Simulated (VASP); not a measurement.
# Cs2NaBiSe6 (Fm-3m) in VASP: single point with PBE

Aim: the single point of Cs2NaBiSe6 with PBE.

Everything below comes from runs of VASP 6.6.1. Logs are shortened: lines on timing, memory, paths and dates and some standing lists are left out, and cuts for length are marked.

### 1 The cell of the first run

It takes space group Fm-3m (No. 225, cubic). Conventional cell: a = 10.497 Å, b = 10.497 Å, c = 10.497 Å, α = 90.00°, β = 90.00°, γ = 90.00°. Se (site symmetry 4mm) has 1 Bi at 2.52 Å and 1 Na at 2.73 Å within 3.3 Å. Na (site symmetry m-3m) has 6 Se at 2.73 Å within 3.6 Å. Bi (site symmetry m-3m) has 6 Se at 2.52 Å within 3.3 Å. Within 4.9 Å of Cs (site symmetry -43m) lie 12 Se at 3.71 Å and 4 Na at 4.55 Å and 4 Bi at 4.55 Å.

### 2 Single point, PBE

Contents of POSCAR:

```
Cs2NaBiSe6
1.0
    0.0000000000      5.2483230000      5.2483230000
    5.2483230000      0.0000000000      5.2483230000
    5.2483230000      5.2483230000      0.0000000000
Se Na Bi Cs
6 1 1 2
Direct
    0.7600000000      0.2400000000      0.2400000000
    0.2400000000      0.7600000000      0.2400000000
    0.2400000000      0.7600000000      0.7600000000
    0.7600000000      0.2400000000      0.7600000000
    0.2400000000      0.2400000000      0.7600000000
    0.7600000000      0.7600000000      0.2400000000
    0.5000000000      0.5000000000      0.5000000000
    0.0000000000      0.0000000000      0.0000000000
    0.2500000000      0.2500000000      0.2500000000
    0.7500000000      0.7500000000      0.7500000000
```

Contents of INCAR.step1:

```
SYSTEM = Cs2NaBiSe6
PREC = Accurate
ENCUT = 520
EDIFF = 1E-7
ISMEAR = -1
SIGMA = 0.1
LREAL = .False.
LASPH = .True.
NELM = 80
ALGO = Normal
ISIF = 2
LWAVE = .False.
LCHARG = .True.
GGA = PE
NBANDS = 49
```

Contents of KPOINTS.step1:

```
Automatic mesh
0
Gamma
  6 6 6
  0 0 0
```

Contents of INCAR.step2:

```
SYSTEM = Cs2NaBiSe6
PREC = Accurate
ENCUT = 520
EDIFF = 1E-7
ISMEAR = -5
SIGMA = 0.1
LREAL = .False.
LASPH = .True.
NELM = 80
ALGO = Normal
ISIF = 2
LWAVE = .False.
LCHARG = .False.
GGA = PE
LORBIT = 11
NBANDS = 49
NEDOS = 2001
ICHARG = 11
```

Contents of KPOINTS.step2:

```
Automatic mesh
0
Gamma
  9 9 9
  0 0 0
```

Potentials or basis: VASP PAW PBE potentials, release 64 (Se, Na_pv, Bi_d, Cs_sv).

The run is started by

```bash
$ cat potpaw_PBE.64/Se/POTCAR potpaw_PBE.64/Na_pv/POTCAR potpaw_PBE.64/Bi_d/POTCAR potpaw_PBE.64/Cs_sv/POTCAR > POTCAR
$ cp INCAR.step1 INCAR
$ cp KPOINTS.step1 KPOINTS
$ mpirun -np 1 vasp_std > vasp.out
$ cp INCAR.step2 INCAR
$ cp KPOINTS.step2 KPOINTS
$ mpirun -np 1 vasp_std > vasp.out
```

OUTCAR:

```text
SYSTEM = Cs2NaBiSe6
   PREC = Accurate
   ENCUT = 520
   EDIFF = 1E-7
   ISMEAR = -5
   LREAL = .False.
   LASPH = .True.
   NELM = 80
   ISIF = 2
   GGA = PE
   LORBIT = 11
   ICHARG = 11

 ion  position               nearest neighbor table
   1  0.760  0.240  0.240-   8 2.52   7 2.73
   2  0.240  0.760  0.240-   8 2.52   7 2.73
   3  0.240  0.760  0.760-   8 2.52   7 2.73
   4  0.760  0.240  0.760-   8 2.52   7 2.73
   5  0.240  0.240  0.760-   8 2.52   7 2.73
   6  0.760  0.760  0.240-   8 2.52   7 2.73
   7  0.500  0.500  0.500-   1 2.73   2 2.73   3 2.73   4 2.73   5 2.73   6 2.73
   8  0.000  0.000  0.000-   1 2.52   2 2.52   3 2.52   4 2.52   5 2.52   6 2.52
   9  0.250  0.250  0.250-
  10  0.750  0.750  0.750-

  LATTYP: Found a face centered cubic cell.
 ALAT       =    10.4966460000

  Lattice vectors:

 A1 = (   0.0000000000,   5.2483230000,   5.2483230000)
 A2 = (   5.2483230000,   0.0000000000,   5.2483230000)
 A3 = (   5.2483230000,   5.2483230000,   0.0000000000)

Analysis of symmetry for initial positions (statically):
=====================================================================
 Subroutine PRICEL returns:
 Original cell was already a primitive cell.

 Routine SETGRP: Setting up the symmetry group for a
 face centered cubic supercell.

 Subroutine GETGRP returns: Found 48 space group operations
 (whereof 48 operations were pure point group operations)
 out of a pool of 48 trial point group operations.

The static configuration has the point symmetry O_h .

Analysis of symmetry for dynamics (positions and initial velocities):
=====================================================================
 Subroutine PRICEL returns:
 Original cell was already a primitive cell.

 Routine SETGRP: Setting up the symmetry group for a
 face centered cubic supercell.

 Subroutine GETGRP returns: Found 48 space group operations
 (whereof 48 operations were pure point group operations)
 out of a pool of 48 trial point group operations.

The dynamic configuration has the point symmetry O_h .

 Subroutine INISYM returns: Found 48 space group operations
 (whereof 48 operations are pure point group operations),
 and found     1 'primitive' translations

----------------------------------------------------------------------------------------

                                     Primitive cell

  volume of cell :     289.1290

  direct lattice vectors                    reciprocal lattice vectors
     0.000000000  5.248323000  5.248323000    -0.095268527  0.095268527  0.095268527
     5.248323000  0.000000000  5.248323000     0.095268527 -0.095268527  0.095268527
     5.248323000  5.248323000  0.000000000     0.095268527  0.095268527 -0.095268527

  length of vectors
     7.422249566  7.422249566  7.422249566     0.165009929  0.165009929  0.165009929

  position of ions in fractional coordinates (direct lattice)
     0.760000000  0.240000000  0.240000000
     0.240000000  0.760000000  0.240000000
     0.240000000  0.760000000  0.760000000
     0.760000000  0.240000000  0.760000000
     0.240000000  0.240000000  0.760000000
     0.760000000  0.760000000  0.240000000
     0.500000000  0.500000000  0.500000000
     0.000000000  0.000000000  0.000000000
     0.250000000  0.250000000  0.250000000
     0.750000000  0.750000000  0.750000000

  ion indices of the primitive-cell ions
   primitive index   ion index
                 1           1
                 2           2
                 3           3
                 4           4
                 5           5
                 6           6
                 7           7
                 8           8
                 9           9
                10          10

----------------------------------------------------------------------------------------

 KPOINTS: Automatic mesh

Automatic generation of k-mesh.
 Grid dimensions read from file:
 generate k-points for:    9    9    9

 Generating k-lattice:

  Cartesian coordinates                     Fractional coordinates (reciprocal lattice)
    -0.010585392  0.010585392  0.010585392     0.111111111  0.000000000  0.000000000
     0.010585392 -0.010585392  0.010585392     0.000000000  0.111111111  0.000000000
     0.010585392  0.010585392 -0.010585392     0.000000000  0.000000000  0.111111111

  Length of vectors
     0.018334437  0.018334437  0.018334437

  Shift w.r.t. Gamma in fractional coordinates (k-lattice)
     0.000000000  0.000000000  0.000000000

 TETIRR: Found    115 inequivalent tetrahedra from     4374

 Subroutine IBZKPT returns following result:
 ===========================================

 Found     35 irreducible k-points:

 Following reciprocal coordinates:
            Coordinates               Weight
  0.000000  0.000000  0.000000      1.000000
  0.111111  0.000000  0.000000      8.000000
  0.222222  0.000000  0.000000      8.000000
  0.333333  0.000000  0.000000      8.000000
  0.444444  0.000000  0.000000      8.000000
  0.111111  0.111111  0.000000      6.000000
[... 16 lines left out ...]
 -0.333333  0.333333  0.000000     12.000000
  0.444444  0.444444  0.000000      6.000000
 [... further k-points ...]
   k-points           NKPTS =     35   k-points in BZ     NKDIM =     35   number of bands    NBANDS=     49
   number of dos      NEDOS =   2001   number of ions     NIONS =     10
   total plane-waves  NPLWV = 175616
   dimension x,y,z NGX =    56 NGY =   56 NGZ =   56
   dimension x,y,z NGXF=   112 NGYF=  112 NGZF=  112
   ions per type =               6   1   1   2
   NGX,Y,Z   is equivalent  to a cutoff of  12.54, 12.54, 12.54 a.u.
   NGXF,Y,Z  is equivalent  to a cutoff of  25.09, 25.09, 25.09 a.u.
 SYSTEM =  Cs2NaBiSe6
   PREC   = accura    normal or accurate (medium, high low for compatibility)
   ISTART =      0    job   : 0-new  1-cont  2-samecut
   ICHARG =     11    charge: 1-file 2-atom 10-const
   ISPIN  =      1    spin polarized calculation?
   LNONCOLLINEAR =      F non collinear calculations
   LSORBIT =      F    spin-orbit coupling
   LASPH  =      T    aspherical Exc in radial PAW
   ENCUT  =  520.0 eV  38.22 Ry    6.18 a.u.  13.80 13.80 13.80*2*pi/ulx,y,z
   NELM   =     80;   NELMIN=  2; NELMDL=  0     # of ELM steps
   EDIFF  = 0.1E-06   stopping-criterion for ELM
   LREAL  =      F    real-space projection
   EDIFFG = 0.1E-05   stopping-criterion for IOM
   NSW    =      0    number of steps for IOM
   IBRION =     -1    ionic relax: 0-MD 1-quasi-New 2-CG
   NFREE  =      0    steps in history (QN), initial steepest desc. (CG)
   ISIF   =      2    stress and relaxation
   ISYM   =      2    0-nonsym 1-usesym 2-fastsym
   POTIM  = 0.5000    time-step for ionic-motion
   TEBEG  =    0.0;   TEEND  =   0.0 temperature during run
   PSTRESS=    0.0 pullay stress
   NELECT =      76.0000    total number of electrons
   NUPDOWN=      -1.0000    fix difference up-down
   EMIN   =  10.00;   EMAX   =-10.00  energy-range for DOS
   EFERMI =   0.00;   METHOD = LEGACY
   ISMEAR =    -5;   SIGMA  =   0.10  broadening in eV -4-tet -1-fermi 0-gaus
   EFERMI_NEDOS =   21; number of points for ismear=-14 and -15
   IALGO  =     38    algorithm
   IMIX   =      4    mixing-type and parameters
     AMIX     =   0.40;   BMIX     =  1.00
     AMIX_MAG =   1.60;   BMIX_MAG =  1.00
  volume/ion in A,a.u.               =      28.91       195.11
  Fermi-wavevector in a.u.,A,eV,Ry     =   1.048694  1.981744 14.963133  1.099759
  Thomas-Fermi vector in A             =   2.183626
   LORBIT       =     11    0 simple, 1 ext, 2 COOP (PROOUT), +10 PAW based schemes
   GGA     = PE    functional components
   LHFCALC =     F    Hartree Fock is set to
   AEXX    =    0.0000 exact exchange contribution
   IVDW    =     0    specifies the selected vdW correction
   LEPSILON=     F    determine dielectric tensor
   LRPA    =     F    only Hartree local field effects (RPA)
 non-spin polarized calculation
 Fermi weights with tetrahedron method with Bloechl corrections
  energy-cutoff  :      520.00
  volume of cell :      289.13
 maximum number of plane-waves:      7828

 number of electron      76.0000006 magnetization

 Free energy of the ion-electron system (eV)
  ---------------------------------------------------
  ext. energy  EPLUGINS =         0.00000000
  ---------------------------------------------------
  free energy    TOTEN  =       -28.57531166 eV

  energy without entropy =      -28.57531166  energy(sigma->0) =      -28.57531166

 E-fermi :   2.2421     XC(G=0):  -8.9948

 val. band max:        2.2420818837   @ k =  -0.1111   0.1111   0.0000
 cond. band min:       2.1907040519   @ k =   0.0000   0.0000   0.0000
 fundamental gap:     -0.0513778318
 Fermi energy:         2.2421013452

 k-point     1 :       0.0000    0.0000    0.0000
  band No.  band energies     occupation
      1     -20.8500      2.00000
      2     -20.8500      2.00000
      3     -20.6436      2.00000
      4     -20.6436      2.00000
      5     -20.6436      2.00000
      6     -20.6011      2.00000
[... 41 lines left out ...]
     48       7.4468      0.00000
     49       7.4477      0.00000

 k-point     2 :       0.1111    0.0000    0.0000
  band No.  band energies     occupation
      1     -20.8500      2.00000
      2     -20.8500      2.00000
      3     -20.6436      2.00000
      4     -20.6436      2.00000
      5     -20.6436      2.00000
      6     -20.6011      2.00000
[... 41 lines left out ...]
     48       7.5381      0.00000
     49       7.5793      0.00000

 k-point     3 :       0.2222    0.0000    0.0000
  band No.  band energies     occupation
      1     -20.8500      2.00000
      2     -20.8500      2.00000
      3     -20.6436      2.00000
      4     -20.6436      2.00000
      5     -20.6436      2.00000
      6     -20.6011      2.00000
[... 41 lines left out ...]
     48       7.8164      0.00000
     49       8.0197      0.00000

 k-point     4 :       0.3333    0.0000    0.0000
  band No.  band energies     occupation
      1     -20.8500      2.00000
      2     -20.8500      2.00000
      3     -20.6436      2.00000
      4     -20.6436      2.00000
      5     -20.6436      2.00000
      6     -20.6011      2.00000
[... 977 lines left out ...]
     48       8.8383      0.00000
     49       9.0490      0.00000

 k-point    23 :      -0.3333    0.3333    0.0000
  band No.  band energies     occupation
      1     -20.8500      2.00000
      2     -20.8500      2.00000
      3     -20.6436      2.00000
      4     -20.6436      2.00000
      5     -20.6436      2.00000
      6     -20.6011      2.00000
[... 41 lines left out ...]
     48       8.8964      0.00000
     49       9.2519      0.00000

 k-point    24 :       0.4444    0.4444    0.0000
  band No.  band energies     occupation
      1     -20.8500      2.00000
      2     -20.8499      2.00000
      3     -20.6436      2.00000
      4     -20.6436      2.00000
      5     -20.6436      2.00000
      6     -20.6011      2.00000
[... 41 lines left out ...]
     48       8.7971      0.00000
     49       9.1251      0.00000

 [... further k-points ...]

------------------------ aborting loop because EDIFF is reached ----------------------------------------

  FORCE on cell =-STRESS in cart. coord.  units (eV):
  Direction    XX          YY          ZZ          XY          YZ          ZX
  --------------------------------------------------------------------------------------
  -------------------------------------------------------------------------------------
  Total       16.3907304     16.3907304     16.3907304      0.0000000      0.0000000      0.0000000
  in kB       90.8274726     90.8274726     90.8274726      0.0000000      0.0000000      0.0000000
  external PRESSURE =      90.8274726 kB  Pullay stress =       0.0000000 kB

 VOLUME and BASIS-vectors are now :
 -----------------------------------------------------------------------------
  energy-cutoff  :      520.00
  volume of cell :      289.13
      direct lattice vectors                 reciprocal lattice vectors
     0.000000000  5.248323000  5.248323000    -0.095268527  0.095268527  0.095268527
     5.248323000  0.000000000  5.248323000     0.095268527 -0.095268527  0.095268527
     5.248323000  5.248323000  0.000000000     0.095268527  0.095268527 -0.095268527

 POSITION                                       TOTAL-FORCE (eV/Angst)
 -----------------------------------------------------------------------------------
      2.51920      5.24832      5.24832         1.780921      0.000000     -0.000000
      5.24832      2.51920      5.24832         0.000000      1.780921     -0.000000
      7.97745      5.24832      5.24832        -1.780921      0.000000     -0.000000
      5.24832      7.97745      5.24832         0.000000     -1.780921     -0.000000
      5.24832      5.24832      2.51920         0.000000      0.000000      1.780921
      5.24832      5.24832      7.97745         0.000000      0.000000     -1.780921
      5.24832      5.24832      5.24832         0.000000      0.000000     -0.000000
      0.00000      0.00000      0.00000         0.000000      0.000000     -0.000000
      2.62416      2.62416      2.62416         0.000000      0.000000     -0.000000
      7.87248      7.87248      7.87248         0.000000      0.000000     -0.000000
 -----------------------------------------------------------------------------------
    total drift:                                0.000000      0.000000      0.000000

  FREE ENERGIE OF THE ION-ELECTRON SYSTEM (eV)
  ---------------------------------------------------
  free  energy   TOTEN  =       -28.5753116560 eV

  energy  without entropy=      -28.5753116560  energy(sigma->0) =      -28.57531166

 total charge

# of ion       s       p       d       tot
------------------------------------------
    1        1.484   2.318   0.019   3.822
    2        1.484   2.318   0.019   3.822
    3        1.484   2.318   0.019   3.822
    4        1.484   2.318   0.019   3.822
    5        1.484   2.318   0.019   3.822
    6        1.484   2.318   0.019   3.822
    7        0.079   6.006   0.000   6.086
    8        1.397   1.464  10.164  13.026
    9        1.837   4.706   0.047   6.591
   10        1.837   4.706   0.047   6.591
--------------------------------------------------
tot         14.057  30.794  10.372  55.222
```

Run time: 20 min. Hardware: 1 thread of Intel Xeon 8259CL, shared host; peak memory 0.7 GiB.

What came out:

- Valence electrons inside the program's atomic spheres: Se 3.82; Na 6.09; Bi 13.03; Cs 6.59

Caveat: spin-orbit coupling is left out, which moves the levels of the heavy elements.
